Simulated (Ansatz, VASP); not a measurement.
## HfO2: VASP beside Ansatz

File INCAR:

```
SYSTEM = HfO2
  ALGO = Normal
  EDIFF = 1E-6
  ENCUT = 600
  GGA = PE
  GGA_COMPAT = .FALSE.
  ISIF = 2
  ISMEAR = 0
  LASPH = .TRUE.
  LCHARG = .FALSE.
  LREAL = .FALSE.
  LWAVE = .FALSE.
  NBANDS = 18
  NELM = 120
  PREC = Accurate
  SIGMA = 0.05
```

The input KPOINTS:

```
k-points
0
G
  12 12 12
  0 0 0
```

Contents of POSCAR:

```
HfO2
1.0
    0.0000000000      2.5386155416      2.5386155416
    2.5386155416      0.0000000000      2.5386155416
    2.5386155416      2.5386155416      0.0000000000
Hf O
1 2
Direct
    0.0000000000      0.0000000000      0.0000000000
    0.2500000000      0.2500000000      0.2500000000
    0.7500000000      0.7500000000      0.7500000000
```

Input for Ansatz:

```yaml
crystal:
  lattice:
    - [0.0, 2.5386155416, 2.5386155416]
    - [2.5386155416, 0.0, 2.5386155416]
    - [2.5386155416, 2.5386155416, 0.0]
  atoms:
    - { symbol: Hf, position: [0.0, 0.0, 0.0] }
    - { symbol: O, position: [0.25, 0.25, 0.25] }
    - { symbol: O, position: [0.75, 0.75, 0.75] }
basis:
  ecutwfc: 420
  ecutrho_ratio: 4
kpoints:
  mp_grid: { grid: [12, 12, 12] }
hamiltonian:
  xc: pbe
scf:
  occupations: { method: gaussian, width: 0.05 }
output:
  forces: true
  stress: true
  eigenvalues: true
```

Alike in both runs: task single point; functional PBE; k mesh 12 × 12 × 12; occupations gaussian, width 0.05 eV; no spin polarisation.

|  | VASP | Ansatz |
| --- | --- | --- |
| version | VASP 6.6.1 | Ansatz 0.2.0 |
| potentials or method | VASP PAW PBE potentials, release 64 (Hf_pv, O), cutoff 600 eV | scalar-relativistic, plane waves, PAW |
| valence electrons in the cell | 22 | 38 |

```csv
,VASP,Ansatz,Ansatz less VASP
gap on the k mesh at the Fermi level (eV),3.79,3.78,-0.016
least direct gap on the mesh (eV),3.79,3.78,-0.016
pressure (GPa),-1.0,3.0,+3.98
```

One of these differences is far larger than is usual between the two programs; its cause wasn't traced. VASP's potentials hold 22 valence electrons a cell and Ansatz's 38, so a difference there can come from the potentials and not from the codes.

Neither program's run includes spin-orbit coupling.
